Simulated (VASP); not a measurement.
# BAs (F-43m) in VASP: electric field gradients with LDA

Aim: the electric field gradients of BAs with LDA.

All numbers are computed with VASP 6.6.1; they aren't measurements. Logs are shortened: lines on timing, memory, paths and dates and some standing lists are left out, and cuts for length are marked.

**1. The cell of the first run**

Symmetry: F-43m, No. 216, cubic system. Conventional cell: a = 4.679 Å, b = 4.679 Å, c = 4.679 Å, α = 90.00°, β = 90.00°, γ = 90.00°. Within 2.7 Å of B (site symmetry -43m) lie 4 As at 2.03 Å. As (site symmetry -43m) has 4 B at 2.03 Å within 2.7 Å.

**2. Electric field gradients, LDA (12.81 Å³/atom)**

INCAR

```
SYSTEM = BAs
ALGO = Normal ; EDIFF = 1E-8
ENCUT = 420 ; GGA = CA
GGA_COMPAT = .False. ; ISIF = 2
ISMEAR = -1 ; LASPH = .True.
LCHARG = .False. ; LEFG = .True.
LREAL = .False. ; LWAVE = .False.
NBANDS = 16 ; NELM = 120
PREC = Accurate ; SIGMA = 0.03
```

KPOINTS

```
k-points
0
Gamma
  15 15 15
  0 0 0
```

POSCAR

```
BAs
1.0
    0.0000000000      2.3397414207      2.3397414207
    2.3397414207      0.0000000000      2.3397414207
    2.3397414207      2.3397414207      0.0000000000
B As
1 1
Direct
    0.0000000000      0.0000000000      0.0000000000
    0.7500000000      0.7500000000      0.7500000000
```

Potentials or basis: VASP PAW LDA potentials, release 64 (B, As_d).

Command:

```
cat potpaw_LDA.64/B/POTCAR potpaw_LDA.64/As_d/POTCAR > POTCAR
mpirun -np 1 vasp_std > vasp.out
```

OUTCAR:

```text
SYSTEM = BAs
   EDIFF = 1E-8
   ENCUT = 420
   GGA = CA
   ISIF = 2
   ISMEAR = -1
   LASPH = .True.
   LREAL = .False.
   NELM = 120
   PREC = Accurate

 ion  position               nearest neighbor table
   1  0.000  0.000  0.000-   2 2.03   2 2.03   2 2.03   2 2.03
   2  0.750  0.750  0.750-   1 2.03   1 2.03   1 2.03   1 2.03

  LATTYP: Found a face centered cubic cell.
 ALAT       =     4.6794828414

  Lattice vectors:

 A1 = (   0.0000000000,   2.3397414207,   2.3397414207)
 A2 = (   2.3397414207,   0.0000000000,   2.3397414207)
 A3 = (   2.3397414207,   2.3397414207,   0.0000000000)

Analysis of symmetry for initial positions (statically):
=====================================================================
 Subroutine PRICEL returns:
 Original cell was already a primitive cell.

 Routine SETGRP: Setting up the symmetry group for a
 face centered cubic supercell.

 Subroutine GETGRP returns: Found 24 space group operations
 (whereof 24 operations were pure point group operations)
 out of a pool of 48 trial point group operations.

The static configuration has the point symmetry T_d .

Analysis of symmetry for dynamics (positions and initial velocities):
=====================================================================
 Subroutine PRICEL returns:
 Original cell was already a primitive cell.

 Routine SETGRP: Setting up the symmetry group for a
 face centered cubic supercell.

 Subroutine GETGRP returns: Found 24 space group operations
 (whereof 24 operations were pure point group operations)
 out of a pool of 48 trial point group operations.

The dynamic configuration has the point symmetry T_d .

 Subroutine INISYM returns: Found 24 space group operations
 (whereof 24 operations are pure point group operations),
 and found     1 'primitive' translations

----------------------------------------------------------------------------------------

                                     Primitive cell

  volume of cell :      25.6173

  direct lattice vectors                    reciprocal lattice vectors
     0.000000000  2.339741421  2.339741421    -0.213698828  0.213698828  0.213698828
     2.339741421  0.000000000  2.339741421     0.213698828 -0.213698828  0.213698828
     2.339741421  2.339741421  0.000000000     0.213698828  0.213698828 -0.213698828

  length of vectors
     3.308894050  3.308894050  3.308894050     0.370137228  0.370137228  0.370137228
[... 116 lines left out ...]
 NGX is ok and might be reduce to    24
   NGX = 11   NGY = 11   NGZ = 11

 number of electron      17.9999985 magnetization

 Free energy of the ion-electron system (eV)
  ---------------------------------------------------
  ext. energy  EPLUGINS =         0.00000000
  ---------------------------------------------------
  free energy    TOTEN  =       -12.92524956 eV

  energy without entropy =      -12.92524956  energy(sigma->0) =      -12.92524956

 E-fermi :   5.9689     XC(G=0): -11.7372

 val. band max:        5.4376484810   @ k =   0.0000   0.0000   0.0000
 cond. band min:       6.5088157525   @ k =   0.4000   0.4000   0.0000
 fundamental gap:      1.0711672715
 Fermi energy:         5.9689339545

 k-point     1 :       0.0000    0.0000    0.0000
  band No.  band energies     occupation
      1     -30.5171      2.00000
      2     -30.5171      2.00000
      3     -30.5171      2.00000
      4     -30.4865      2.00000
      5     -30.4865      2.00000
      6     -10.5149      2.00000
[... 433 lines left out ...]
      3     -30.5118      2.00000
      4     -30.4881      2.00000
      5     -30.4846      2.00000
      6      -9.8268      2.00000
[... 8 lines left out ...]
     15      17.5697      0.00000
     16      19.1498      0.00000

 [... further k-points ...]
[... 5 lines left out ...]
  --------------------------------------------------------------------------------------
  -------------------------------------------------------------------------------------
  Total        0.8910588      0.8910588      0.8910588      0.0000000     -0.0000000     -0.0000000
  in kB       55.7292722     55.7292722     55.7292722      0.0000000     -0.0000000     -0.0000000
  external PRESSURE =      55.7292722 kB  Pullay stress =       0.0000000 kB

 VOLUME and BASIS-vectors are now :
 -----------------------------------------------------------------------------
  energy-cutoff  :      420.00
  volume of cell :       25.62
      direct lattice vectors                 reciprocal lattice vectors
     0.000000000  2.339741421  2.339741421    -0.213698828  0.213698828  0.213698828
     2.339741421  0.000000000  2.339741421     0.213698828 -0.213698828  0.213698828
     2.339741421  2.339741421  0.000000000     0.213698828  0.213698828 -0.213698828

 POSITION                                       TOTAL-FORCE (eV/Angst)
 -----------------------------------------------------------------------------------
      0.00000      0.00000      0.00000         0.000000      0.000000      0.000000
      3.50961      3.50961      3.50961        -0.000000     -0.000000     -0.000000
 -----------------------------------------------------------------------------------
    total drift:                               -0.000001     -0.000001     -0.000002

  FREE ENERGIE OF THE ION-ELECTRON SYSTEM (eV)
  ---------------------------------------------------
  free  energy   TOTEN  =       -12.9252495562 eV

  energy  without entropy=      -12.9252495562  energy(sigma->0) =      -12.92524956

 Electric field gradients (V/A^2)
---------------------------------------------------------------------
 ion       V_xx      V_yy      V_zz      V_xy      V_xz      V_yz
---------------------------------------------------------------------
   1       0.000     0.000    -0.000    -0.000    -0.000    -0.000
   2       0.000     0.000    -0.000     0.003     0.003     0.003
---------------------------------------------------------------------

 Electric field gradients after diagonalization (V/A^2)
 (convention: |V_zz| > |V_xx| > |V_yy|)
----------------------------------------------------------------------
 ion       V_xx      V_yy      V_zz     asymmetry (V_yy - V_xx)/ V_zz
----------------------------------------------------------------------
   1       0.000     0.000    -0.001       0.000
   2      -0.003    -0.003     0.006       0.000
----------------------------------------------------------------------

           NMR quadrupolar parameters

 Cq : quadrupolar parameter    Cq=e*Q*V_zz/h
 eta: asymmetry parameters     (V_yy - V_xx)/ V_zz
 Q  : nuclear electric quadrupole moment in mb (millibarn)
----------------------------------------------------------------------
 ion       Cq(MHz)       eta       Q (mb)
----------------------------------------------------------------------
   1      -0.000       0.000       1.000
   2       0.000       0.000       1.000
----------------------------------------------------------------------
```

stdout:

```text
POSCAR found type information on POSCAR B As
 POSCAR found :  2 types and       2 ions
 scaLAPACK will be used
 LDA part: xc-table for (Slater(with rela. corr.)+CA(PZ))
 , standard interpolation
 POSCAR, INCAR and KPOINTS ok, starting setup
 FFT: planning ... GRIDC
 FFT: planning ... GRID_SOFT
 FFT: planning ... GRID
 WAVECAR not read
 entering main loop
ion   1

ion   2
```

It took 17 s on 1 thread of Intel Xeon Platinum 8488C (Sapphire Rapids), shared host; peak memory 0.15 GiB.

Results:

- Free energy: -12.9252 eV
- Pressure: 5.6 GPa
- Band gap on the k mesh: 1.07 eV (least direct gap 3.33 eV)
- Largest electric field gradient by atom: under 0.05 V/Å² on every atom

Caveat: the cell stands under pressure; an odd mesh through Γ misses points on the zone boundary, where band edges can lie.
